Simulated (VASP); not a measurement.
Input of a VASP 6.6.1 run:

INCAR

```
ALGO = Normal
EDIFF = 1E-6
ENCUT = 520
GGA = PE
ISIF = 2
ISMEAR = -1
ISPIN = 2
LASPH = True
LCHARG = False
LMAXMIX = 4
LORBIT = 11
LREAL = False
LWAVE = False
MAGMOM = 0 1.5
NBANDS = 18
NELM = 150
PREC = Accurate
SIGMA = 0.1
```

File KPOINTS:

```
k-points
0
Gamma
  3 3 3
```

File POSCAR:

```
AlNi
1.0
    2.8810000000      0.0000000000      0.0000000000
    0.0000000000      2.8810000000      0.0000000000
    0.0000000000      0.0000000000      2.8810000000
Al Ni
1 1
Direct
    0.0000000000      0.0000000000      0.0000000000
    0.5000000000      0.5000000000      0.5000000000
```

Potentials or basis: VASP PAW PBE potentials, release 64 (Al, Ni).

The run is started by

```bash
$ cat potpaw_PBE.64/Al/POTCAR potpaw_PBE.64/Ni/POTCAR > POTCAR
$ mpirun -np 1 vasp_std > vasp.out
```

**Question.** What does it give for the net moment?

**Answer.** 0.16 μB per cell.

**Question.** Estimate the site moments.

**Answer.** Al +0.01; Ni +0.12 μB.

Caveat: the k points lie up to 0.73 Å⁻¹ apart.
